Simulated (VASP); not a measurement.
# Hg (C2/m) in VASP: a series of runs

The runs below take Hg through single point, with PBE+U, PBE.

All numbers are computed with VASP 6.6.1; they aren't measurements. Logs are shortened: lines on timing, memory, paths and dates and some standing lists are left out, and cuts for length are marked.

### 1 The cell of the first run

Symmetry: C2/m, No. 12, monoclinic system. Conventional cell: a = 4.468 Å, b = 4.092 Å, c = 3.060 Å, α = 90.00°, β = 96.54°, γ = 90.00°. Hg (site symmetry 2/m) has 12 Hg at 3.03 to 4.12 Å within 4.2 Å.

### 2 Single point, PBE+U

File INCAR:

```
SYSTEM = Hg
PREC = Accurate ; ENCUT = 550
EDIFF = 1E-6 ; ISMEAR = 0
SIGMA = 0.1 ; LREAL = .False.
LASPH = .True. ; NELM = 200
ALGO = Normal ; ISIF = 2
LWAVE = .False. ; LCHARG = .False.
LDAU = .True. ; LDAUTYPE = 1
LDAUL = 2 ; LDAUU = 8.8
LDAUJ = 0.41 ; LDAUPRINT = 1
GGA = PE ; NBANDS = 16
GGA_COMPAT = .False.
```

File KPOINTS:

```
Automatic mesh
0
Gamma
  6 6 6
  0 0 0
```

File POSCAR:

```
Hg
1.0
    2.2339762741     -2.0458582601      0.0000000000
    2.2339762741      2.0458582601      0.0000000000
   -0.3487351701      0.0000000000      3.0398006871
Hg
1
Direct
    0.5000000000      0.5000000000      0.5000000000
```

Potentials or basis: VASP PAW PBE potentials, release 64 (Hg_sv_GW).

The run is started by

```
$ cat potpaw_PBE.64/Hg_sv_GW/POTCAR > POTCAR
$ mpirun -np 1 vasp_std > vasp.out
```

OUTCAR:

```text
SYSTEM = Hg
   PREC = Accurate
   ENCUT = 550
   EDIFF = 1E-6
   ISMEAR = 0
   LREAL = .False.
   LASPH = .True.
   NELM = 200
   ISIF = 2
   GGA = PE

 ion  position               nearest neighbor table
   1  0.500  0.500  0.500-

  LATTYP: Found a base centered monoclinic cell.
 ALAT       =     4.4679525482
 B/A-ratio  =     0.9157922955
 C/A-ratio  =     0.6848191074
 COS(beta)  =    -0.1139754530

  Lattice vectors:

 A1 = (   2.2339762741,  -2.0458582601,   0.0000000000)
 A2 = (   2.2339762741,   2.0458582601,   0.0000000000)
 A3 = (  -0.3487351701,   0.0000000000,   3.0398006871)

Analysis of symmetry for initial positions (statically):
=====================================================================
 Subroutine PRICEL returns:
 Original cell was already a primitive cell.

 Routine SETGRP: Setting up the symmetry group for a
 base centered monoclinic supercell.

 Subroutine GETGRP returns: Found  4 space group operations
 (whereof  4 operations were pure point group operations)
 out of a pool of  4 trial point group operations.

The static configuration has the point symmetry C_2h.

Analysis of symmetry for dynamics (positions and initial velocities):
=====================================================================
 Subroutine PRICEL returns:
 Original cell was already a primitive cell.

 Routine SETGRP: Setting up the symmetry group for a
 base centered monoclinic supercell.

 Subroutine GETGRP returns: Found  4 space group operations
 (whereof  4 operations were pure point group operations)
 out of a pool of  4 trial point group operations.

The dynamic configuration has the point symmetry C_2h.

 Subroutine INISYM returns: Found  4 space group operations
 (whereof  4 operations are pure point group operations),
 and found     1 'primitive' translations

----------------------------------------------------------------------------------------

                                     Primitive cell

  volume of cell :      27.7862

  direct lattice vectors                    reciprocal lattice vectors
     2.233976274 -2.045858260  0.000000000     0.223816164 -0.244396208  0.025676870
     2.233976274  2.045858260  0.000000000     0.223816164  0.244396208  0.025676870
    -0.348735170  0.000000000  3.039800687     0.000000000  0.000000000  0.328968937

  length of vectors
     3.029222015  3.029222015  3.059739276     0.332389054  0.332389054  0.328968937

  position of ions in fractional coordinates (direct lattice)
     0.500000000  0.500000000  0.500000000

  ion indices of the primitive-cell ions
   primitive index   ion index
                 1           1

----------------------------------------------------------------------------------------

 KPOINTS: Automatic mesh

Automatic generation of k-mesh.
 Grid dimensions read from file:
 generate k-points for:    6    6    6

 Generating k-lattice:

  Cartesian coordinates                     Fractional coordinates (reciprocal lattice)
     0.037302694 -0.040732701  0.004279478     0.166666667  0.000000000  0.000000000
     0.037302694  0.040732701  0.004279478     0.000000000  0.166666667  0.000000000
     0.000000000  0.000000000  0.054828156     0.000000000  0.000000000  0.166666667

  Length of vectors
     0.055398176  0.055398176  0.054828156

  Shift w.r.t. Gamma in fractional coordinates (k-lattice)
     0.000000000  0.000000000  0.000000000

 Subroutine IBZKPT returns following result:
 ===========================================

 Found     68 irreducible k-points:

 Following reciprocal coordinates:
            Coordinates               Weight
  0.000000  0.000000  0.000000      1.000000
  0.166667  0.000000  0.000000      4.000000
  0.333333  0.000000  0.000000      4.000000
  0.500000  0.000000  0.000000      2.000000
  0.166667  0.166667  0.000000      2.000000
  0.333333  0.166667  0.000000      4.000000
[... 16 lines left out ...]
 -0.333333  0.166667  0.166667      4.000000
 -0.166667  0.166667  0.166667      4.000000
 [... further k-points ...]
   k-points           NKPTS =     68   k-points in BZ     NKDIM =     68   number of bands    NBANDS=     16
   number of dos      NEDOS =    301   number of ions     NIONS =      1
   total plane-waves  NPLWV =  13824
   dimension x,y,z NGX =    24 NGY =   24 NGZ =   24
   dimension x,y,z NGXF=    48 NGYF=   48 NGZF=   48
   ions per type =               1
   NGX,Y,Z   is equivalent  to a cutoff of  13.17, 13.17, 13.04 a.u.
   NGXF,Y,Z  is equivalent  to a cutoff of  26.34, 26.34, 26.08 a.u.
 SYSTEM =  Hg
   PREC   = accura    normal or accurate (medium, high low for compatibility)
   ISTART =      0    job   : 0-new  1-cont  2-samecut
   ICHARG =      2    charge: 1-file 2-atom 10-const
   ISPIN  =      1    spin polarized calculation?
   LNONCOLLINEAR =      F non collinear calculations
   LSORBIT =      F    spin-orbit coupling
   LASPH  =      T    aspherical Exc in radial PAW
   ENCUT  =  550.0 eV  40.42 Ry    6.36 a.u.   5.79  5.79  5.85*2*pi/ulx,y,z
   NELM   =    200;   NELMIN=  2; NELMDL= -5     # of ELM steps
   EDIFF  = 0.1E-05   stopping-criterion for ELM
   LREAL  =      F    real-space projection
   EDIFFG = 0.1E-04   stopping-criterion for IOM
   NSW    =      0    number of steps for IOM
   IBRION =     -1    ionic relax: 0-MD 1-quasi-New 2-CG
   NFREE  =      0    steps in history (QN), initial steepest desc. (CG)
   ISIF   =      2    stress and relaxation
   ISYM   =      2    0-nonsym 1-usesym 2-fastsym
   POTIM  = 0.5000    time-step for ionic-motion
   TEBEG  =    0.0;   TEEND  =   0.0 temperature during run
   PSTRESS=    0.0 pullay stress
   NELECT =      20.0000    total number of electrons
   NUPDOWN=      -1.0000    fix difference up-down
   EMIN   =  10.00;   EMAX   =-10.00  energy-range for DOS
   EFERMI =   0.00;   METHOD = LEGACY
   ISMEAR =     0;   SIGMA  =   0.10  broadening in eV -4-tet -1-fermi 0-gaus
   EFERMI_NEDOS =   21; number of points for ismear=-14 and -15
   IALGO  =     38    algorithm
   IMIX   =      4    mixing-type and parameters
     AMIX     =   0.40;   BMIX     =  1.00
     AMIX_MAG =   1.60;   BMIX_MAG =  1.00
  volume/ion in A,a.u.               =      27.79       187.51
  Fermi-wavevector in a.u.,A,eV,Ry     =   1.467152  2.772515 29.287015  2.152535
  Thomas-Fermi vector in A             =   2.582804
   LORBIT       =      0    0 simple, 1 ext, 2 COOP (PROOUT), +10 PAW based schemes
 LDA+U is selected, type is set to LDAUTYPE =  1
   angular momentum for each species LDAUL =     2
   U (eV)           for each species LDAUU =   8.8
   J (eV)           for each species LDAUJ =   0.4
   GGA     = PE    functional components
   LHFCALC =     F    Hartree Fock is set to
   AEXX    =    0.0000 exact exchange contribution
   IVDW    =     0    specifies the selected vdW correction
   LEPSILON=     F    determine dielectric tensor
   LRPA    =     F    only Hartree local field effects (RPA)
 non-spin polarized calculation
 Gauss-broadening in eV      SIGMA  =   0.10
  energy-cutoff  :      550.00
  volume of cell :       27.79
 maximum number of plane-waves:       824
   NGX = 11   NGY = 11   NGZ = 11

atom =   1  type =  1  l = 2

 onsite density matrix

spin component  1

  0.9077  0.0003  0.0000  0.0000  0.0000
  0.0003  0.9100  0.0000  0.0000  0.0000
  0.0000  0.0000  0.9080  0.0005  0.0004
  0.0000  0.0000  0.0005  0.9099 -0.0000
  0.0000  0.0000  0.0004 -0.0000  0.9099

spin component  2

  0.9077  0.0003  0.0000  0.0000  0.0000
  0.0003  0.9100  0.0000  0.0000  0.0000
  0.0000  0.0000  0.9080  0.0005  0.0004
  0.0000  0.0000  0.0005  0.9099 -0.0000
  0.0000  0.0000  0.0004 -0.0000  0.9099

 occupancies and eigenvectors

  o =  0.9076  v = -0.9909  0.1345  0.0000  0.0000  0.0000  0.0000  0.0000  0.0000  0.0000  0.0000      0.0000  0.0000  0.0000  0.0000  0.0000  0.0000  0.0000  0.0000  0.0000  0.0000
  o =  0.9076  v =  0.0000  0.0000  0.0000  0.0000  0.0000 -0.9909  0.1345  0.0000  0.0000  0.0000      0.0000  0.0000  0.0000  0.0000  0.0000  0.0000  0.0000  0.0000  0.0000  0.0000
  o =  0.9078  v =  0.0000  0.0000  0.9590 -0.2261 -0.1707  0.0000  0.0000  0.0000  0.0000  0.0000      0.0000  0.0000  0.0000  0.0000  0.0000  0.0000  0.0000  0.0000  0.0000  0.0000
  o =  0.9078  v =  0.0000  0.0000  0.0000  0.0000  0.0000  0.0000  0.0000  0.9590 -0.2261 -0.1707      0.0000  0.0000  0.0000  0.0000  0.0000  0.0000  0.0000  0.0000  0.0000  0.0000
  o =  0.9099  v =  0.0000  0.0000 -0.0023  0.5964 -0.8027  0.0000  0.0000  0.0000  0.0000  0.0000      0.0000  0.0000  0.0000  0.0000  0.0000  0.0000  0.0000  0.0000  0.0000  0.0000
  o =  0.9099  v =  0.0000  0.0000  0.0000  0.0000  0.0000  0.0000  0.0000 -0.0023  0.5964 -0.8027      0.0000  0.0000  0.0000  0.0000  0.0000  0.0000  0.0000  0.0000  0.0000  0.0000
  o =  0.9100  v =  0.0000  0.0000  0.2833  0.7702  0.5714  0.0000  0.0000  0.0000  0.0000  0.0000      0.0000  0.0000  0.0000  0.0000  0.0000  0.0000  0.0000  0.0000  0.0000  0.0000
  o =  0.9100  v =  0.0000  0.0000  0.0000  0.0000  0.0000  0.0000  0.0000  0.2833  0.7702  0.5714      0.0000  0.0000  0.0000  0.0000  0.0000  0.0000  0.0000  0.0000  0.0000  0.0000
  o =  0.9101  v =  0.1345  0.9909  0.0000  0.0000  0.0000  0.0000  0.0000  0.0000  0.0000  0.0000      0.0000  0.0000  0.0000  0.0000  0.0000  0.0000  0.0000  0.0000  0.0000  0.0000
  o =  0.9101  v =  0.0000  0.0000  0.0000  0.0000  0.0000  0.1345  0.9909  0.0000  0.0000  0.0000      0.0000  0.0000  0.0000  0.0000  0.0000  0.0000  0.0000  0.0000  0.0000  0.0000

 number of electron      19.9999996 magnetization

 Free energy of the ion-electron system (eV)
  ---------------------------------------------------
  ext. energy  EPLUGINS =         0.00000000
  ---------------------------------------------------
  free energy    TOTEN  =         3.55169624 eV

  energy without entropy =        3.55449239  energy(sigma->0) =        3.55309431

 E-fermi :   4.2665     XC(G=0): -10.1959

 val. band max:        4.2298287116   @ k =  -0.1667   0.5000   0.1667
 cond. band min:       4.2709264315   @ k =  -0.1667   0.1667   0.5000
 fundamental gap:      0.0410977199
 Fermi energy:         4.2664522261

 k-point     1 :       0.0000    0.0000    0.0000
  band No.  band energies     occupation
      1    -109.2396      2.00000
      2     -57.6749      2.00000
      3     -57.6745      2.00000
      4     -57.6737      2.00000
      5      -5.6253      2.00000
      6      -5.5861      2.00000
[... 8 lines left out ...]
     15      18.9514      0.00000
     16      19.1539      0.00000

 k-point     2 :       0.1667    0.0000    0.0000
  band No.  band energies     occupation
      1    -109.2393      2.00000
      2     -57.6855      2.00000
      3     -57.6739      2.00000
      4     -57.6733      2.00000
      5      -5.5661      2.00000
      6      -5.3616      2.00000
[... 8 lines left out ...]
     15      18.9283      0.00000
     16      22.9085      0.00000

 k-point     3 :       0.3333    0.0000    0.0000
  band No.  band energies     occupation
      1    -109.2387      2.00000
      2     -57.7077      2.00000
      3     -57.6722      2.00000
      4     -57.6718      2.00000
      5      -5.5040      2.00000
      6      -4.9923      2.00000
[... 8 lines left out ...]
     15      19.2401      0.00000
     16      22.6240      0.00000

 k-point     4 :       0.5000    0.0000    0.0000
  band No.  band energies     occupation
      1    -109.2384      2.00000
      2     -57.7188      2.00000
      3     -57.6714      2.00000
      4     -57.6710      2.00000
      5      -5.4756      2.00000
      6      -4.8802      2.00000
[... 8 lines left out ...]
     15      20.0309      0.00000
     16      21.2371      0.00000
[... 324 lines left out ...]
 k-point    22 :       0.5000    0.1667    0.1667
  band No.  band energies     occupation
      1    -109.2379      2.00000
      2     -57.7172      2.00000
      3     -57.6817      2.00000
      4     -57.6798      2.00000
      5      -5.0646      2.00000
      6      -4.7117      2.00000
[... 8 lines left out ...]
     15      17.2061      0.00000
     16      24.7531      0.00000

 k-point    23 :      -0.3333    0.1667    0.1667
  band No.  band energies     occupation
      1    -109.2382      2.00000
      2     -57.7061      2.00000
      3     -57.6826      2.00000
      4     -57.6805      2.00000
      5      -5.0957      2.00000
      6      -4.6468      2.00000
[... 8 lines left out ...]
     15      20.3734      0.00000
     16      23.9037      0.00000

 k-point    24 :      -0.1667    0.1667    0.1667
  band No.  band energies     occupation
      1    -109.2388      2.00000
      2     -57.6847      2.00000
      3     -57.6836      2.00000
      4     -57.6820      2.00000
      5      -5.1787      2.00000
      6      -5.1132      2.00000
[... 8 lines left out ...]
     15      22.2964      0.00000
     16      23.5175      0.00000

 [... further k-points ...]

------------------------ aborting loop because EDIFF is reached ----------------------------------------

  FORCE on cell =-STRESS in cart. coord.  units (eV):
  Direction    XX          YY          ZZ          XY          YZ          ZX
  --------------------------------------------------------------------------------------
  -------------------------------------------------------------------------------------
  Total        0.4633570      0.2463439      0.1715257      0.0000000      0.0000000     -0.1060814
  in kB       26.7175799     14.2044111      9.8903250      0.0000000      0.0000000     -6.1167472
  external PRESSURE =      16.9374387 kB  Pullay stress =       0.0000000 kB

 VOLUME and BASIS-vectors are now :
 -----------------------------------------------------------------------------
  energy-cutoff  :      550.00
  volume of cell :       27.79
      direct lattice vectors                 reciprocal lattice vectors
     2.233976274 -2.045858260  0.000000000     0.223816164 -0.244396208  0.025676870
     2.233976274  2.045858260  0.000000000     0.223816164  0.244396208  0.025676870
    -0.348735170  0.000000000  3.039800687     0.000000000  0.000000000  0.328968937

 POSITION                                       TOTAL-FORCE (eV/Angst)
 -----------------------------------------------------------------------------------
      2.05961      0.00000      1.51990        -0.000000      0.000000      0.000000
 -----------------------------------------------------------------------------------
    total drift:                                0.000000     -0.000000     -0.000000

  FREE ENERGIE OF THE ION-ELECTRON SYSTEM (eV)
  ---------------------------------------------------
  free  energy   TOTEN  =         3.5516962386 eV

  energy  without entropy=        3.5544923880  energy(sigma->0) =        3.55309431
```

Wall time 12 s (1 thread of AMD EPYC 9R45 (Zen 5), shared host); peak memory 0.14 GiB.

What came out:

```
Free energy            : 3.5517 eV
Pressure               : 1.7 GPa
Band gap on the k mesh : zero (bands 10 and 11 overlap by 4.98 eV)
```

Stress tensor (GPa, compression positive):
```
 2.67  0.00 -0.61
 0.00  1.42  0.00
-0.61  0.00  0.99
```

Levels at points of the mesh, in eV from the Fermi level:
```tsv
k point	band 8	band 9	band 10	band 11	band 12	band 13
(0.00, 0.00, 0.00)	-8.20	-8.19	-7.78	9.95	10.29	10.31
(0.50, 0.00, 0.00)	-8.60	-8.15	-3.02	-1.31	12.77	13.03
(0.50, 0.50, 0.00)	-8.60	-7.61	0.75	1.30	2.56	7.12
(0.00, 0.00, 0.50)	-8.58	-8.14	-3.19	-1.35	13.00	13.02
(0.50, 0.00, 0.50)	-8.57	-7.65	0.61	1.27	2.45	7.02
(0.50, 0.50, 0.50)	-7.63	-7.59	3.63	4.45	5.78	5.78
```

Eigenvalues of the final occupation matrices:
```csv
site,spin,trace,eigenvalues
site 1 d,1,4.55,0.91 0.91 0.91 0.91 0.91
site 1 d,2,4.55,0.91 0.91 0.91 0.91 0.91
```

Caveat: spin-orbit coupling is left out, which moves the levels of the heavy elements; U without spin polarisation on a metal has little footing; the U is typed as a test and isn't derived for this compound.

### 3 Single point, PBE

File INCAR:

```
PREC = Accurate
ENCUT = 550
EDIFF = 1E-6
ISMEAR = -5
SIGMA = 0.1
LREAL = F
LASPH = T
NELM = 120
ALGO = Normal
ISIF = 2
LWAVE = F
LCHARG = F
GGA = PE
NBANDS = 16
GGA_COMPAT = F
```

File KPOINTS:

```
regular mesh
0
Gamma
  4 4 4
```

POSCAR is that of step 2.

Potentials or basis: VASP PAW PBE potentials, release 64 (Hg_sv_GW).

The run is started by

```
$ cat potpaw_PBE.64/Hg_sv_GW/POTCAR > POTCAR
$ mpirun -np 1 vasp_std > vasp.out
```

It took 15 s on 1 thread of Intel Xeon Platinum 8375C at 2.90GHz (Ice Lake), shared host; peak memory 0.15 GiB.

It converged, with:

| Item | Value |
| --- | --- |
| Free energy | -0.1078 eV |
| Pressure | 7.4 GPa |
| Band gap on the k mesh | zero (bands 10 and 11 overlap by 4.87 eV) |

Stress tensor (GPa, compression positive):
```
 9.88  0.00 -1.76
 0.00  6.42  0.00
-1.76  0.00  5.76
```

Levels at points of the mesh, in eV from the Fermi level:
| k point | band 8 | band 9 | band 10 | band 11 | band 12 | band 13 |
| --- | --- | --- | --- | --- | --- | --- |
| (0.00, 0.00, 0.00) | -6.09 | -6.08 | -6.03 | 9.35 | 9.67 | 9.73 |
| (0.50, 0.00, 0.00) | -6.58 | -6.02 | -2.95 | -1.82 | 12.18 | 12.44 |
| (0.50, 0.50, 0.00) | -6.54 | -5.45 | 0.33 | 0.74 | 1.98 | 7.25 |
| (0.00, 0.00, 0.50) | -6.55 | -6.01 | -3.11 | -1.86 | 12.41 | 12.43 |
| (0.50, 0.00, 0.50) | -6.50 | -5.49 | 0.20 | 0.70 | 1.87 | 7.16 |
| (0.50, 0.50, 0.50) | -5.47 | -5.42 | 3.01 | 3.73 | 5.13 | 5.13 |

Caveat: the k points lie up to 0.52 Å⁻¹ apart, too coarse for converged energies and pressures of a metal; spin-orbit coupling is left out, which moves the levels of the heavy elements; tetrahedron occupations give inexact forces and stress in metals.

The gap in the log of VASP goes by the Fermi energy; the results here count the filled bands.